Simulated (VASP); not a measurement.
Here is a VASP 6.6.1 calculation.

INCAR

```
PREC     = Accurate       # precision mode
ENCUT    = 520            # plane-wave cutoff, eV
EDIFF    = 1E-6           # SCF threshold, eV
ISMEAR   = -1             # smearing method
SIGMA    = 0.1            # smearing width, eV
LREAL    = F              # projectors in reciprocal space
LASPH    = T              # aspherical terms in the spheres
NELM     = 100            # most SCF steps
ALGO     = Normal         # electronic algorithm
ISIF     = 2              # what is computed and relaxed
LWAVE    = F              # write WAVECAR
LCHARG   = T              # write CHGCAR
GGA      = CA             # functional
LELF     = T              # ELF
LVHAR    = T            
NBANDS   = 32             # bands
```

The input KPOINTS:

```
Automatic mesh
0
Gamma
  13 13 4
```

The input POSCAR:

```
Hg
1.0
    3.1630238027      0.0000000000      0.0000000000
   -1.5815119013      2.7392589659      0.0000000000
    0.0000000000      0.0000000000     10.6468203895
Hg
4
Direct
    0.0000000000      1.0000000000      0.0000000000
    0.0000000000      1.0000000000      0.5000000000
    0.3333333333      0.6666666667      0.2500000000
    0.6666666667      0.3333333333      0.7500000000
```

Potentials or basis: VASP PAW LDA potentials, release 64 (Hg).

Launch:

```console
$ cat potpaw_LDA.64/Hg/POTCAR > POTCAR
$ mpirun -np 1 vasp_std > vasp.out
```

Problem. Predict the pressure.

Solution. -1.2 GPa.

Problem. Estimate the band gap on the k mesh.

Solution. Zero (band 24 reaches 2.78 eV, above the bottom of band 25 at 0.81 eV).

Stress tensor (GPa, compression positive):
```
-1.07  0.00  0.00
 0.00 -1.07  0.00
 0.00  0.00 -1.57
```

Caveat: spin-orbit coupling is left out, which moves the levels of the heavy elements.
